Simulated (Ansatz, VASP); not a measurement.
## Na in VASP and in Ansatz

```xyz
1
Lattice="-2.0294 2.0294 2.0294 2.0294 -2.0294 2.0294 2.0294 2.0294 -2.0294" Properties=species:S:1:pos:R:3 pbc="T T T"
Na    0.0000    0.0000    0.0000
```

Alike in both runs: functional LDA; k mesh 14 × 14 × 14; occupations fermi-dirac, width 0.15 eV; no spin polarisation.

Ansatz relaxed the structure, and its values are those at the end. VASP's run is a single point on that final structure, the one shown.

|  | VASP | Ansatz |
| --- | --- | --- |
| version | VASP 6.6.1 | Ansatz 0.2.0 |
| potentials or method | VASP PAW LDA potentials, release 64 (Na_pv), cutoff 520 eV | scalar-relativistic, plane waves, PAW |
| valence electrons in the cell | 7 | 9 |

```csv
,VASP,Ansatz,Ansatz less VASP
gap on the k mesh at the Fermi level (eV),none,none,-
pressure (GPa),0.0,0.0,+0.03
```

Ansatz warns that its potentials were made for another functional, while VASP's fit it. LDA's correlation is that of Perdew and Zunger in VASP and of Perdew and Wang (1992) in Ansatz. A gap of «none» marks a metal or a gap that the smearing closes. VASP's potentials hold 7 valence electrons a cell and Ansatz's 9, so a difference there can come from the potentials and not from the codes.
